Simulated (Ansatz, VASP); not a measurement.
## Hf in VASP and in Ansatz

File POSCAR:

```
Hf
1.0
   -1.7598750000      1.7598750000      1.7147500000
    1.7598750000     -1.7598750000      1.7147500000
    1.7598750000      1.7598750000     -1.7147500000
Hf
1
Direct
    0.0000000000      0.0000000000      0.0000000000
```

Contents of INCAR.step1:

```
SYSTEM = Hf
PREC     = Accurate       ! precision mode
ENCUT    = 520            ! plane-wave cutoff, eV
ISMEAR   = 0              ! smearing method
SIGMA    = 0.15           ! smearing width, eV
LREAL    = .False.        ! projectors in reciprocal space
LASPH    = .True.         ! aspherical terms in the spheres
NELM     = 60             ! most SCF steps
NBANDS   = 11             ! bands
GGA      = PE             ! functional
ALGO     = Normal         ! electronic algorithm
EDIFF    = 1E-4           ! SCF threshold, eV
LWAVE    = .True.         ! write WAVECAR
LCHARG   = .False.        ! write CHGCAR
```

Contents of INCAR.step2:

```
SYSTEM = Hf
PREC     = Accurate       ! precision mode
ENCUT    = 520            ! plane-wave cutoff, eV
EDIFF    = 1E-6           ! SCF threshold, eV
ISMEAR   = 0              ! smearing method
SIGMA    = 0.15           ! smearing width, eV
LREAL    = .False.        ! projectors in reciprocal space
LASPH    = .True.         ! aspherical terms in the spheres
NELM     = 60             ! most SCF steps
ALGO     = Normal         ! electronic algorithm
ISIF     = 2              ! what is computed and relaxed
LWAVE    = .False.        ! write WAVECAR
LCHARG   = .True.         ! write CHGCAR
METAGGA  = R2SCAN         ! meta-GGA
LMIXTAU  = .True.       
LELF     = .True.         ! ELF
LVHAR    = .True.       
NBANDS   = 11             ! bands
ISTART   = 1
```

Contents of KPOINTS:

```
regular mesh
0
Gamma
  18 18 18
  0 0 0
```

Input for Ansatz:

```yaml
crystal:
  lattice:
    - [-1.759875, 1.759875, 1.71475]
    - [1.759875, -1.759875, 1.71475]
    - [1.759875, 1.759875, -1.71475]
  atoms:
    - { symbol: Hf, position: [0.0, 0.0, 0.0] }
basis:
  ecutwfc: 500
kpoints:
  mp_grid: { grid: [18, 18, 18] }
hamiltonian:
  xc: r2scan
scf:
  occupations: { method: gaussian, width: 0.15 }
output:
  forces: true
  stress: true
  eigenvalues: true
```

Change from the starting cell: strain -0.025 along x and y, -0.050 along z, atoms carried along.

Alike in both runs: task single point; functional r2SCAN; k mesh 18 × 18 × 18; occupations gaussian, width 0.15 eV; no spin polarisation.

|  | VASP | Ansatz |
| --- | --- | --- |
| version | VASP 6.6.1 | Ansatz 0.2.0 |
| potentials or method | VASP PAW PBE potentials, release 64 (Hf_pv), cutoff 520 eV | scalar-relativistic, plane waves, PAW |
| valence electrons in the cell | 10 | 26 |

VASP gave:

| Property | Result |
| --- | --- |
| gap on the k mesh at the Fermi level (eV) | none |
| pressure (GPa) | 4.3 |
| traceless stress, the component that is largest in VASP (GPa) | -0.96 |

Question: What did Ansatz give for the same quantities?

Answer: gap on the k mesh at the Fermi level (eV): none; pressure (GPa): 4.7; traceless stress, the component that is largest in VASP (GPa): -0.89.

VASP's potentials were made for PBE, not for r2SCAN. A gap of «none» marks a metal or a gap that the smearing closes. The functional is the same, so the differences come from potentials, cutoffs and numerics. VASP's potentials hold 10 valence electrons a cell and Ansatz's 26, so a difference there can come from the potentials and not from the codes.

Spin-orbit coupling is off throughout.
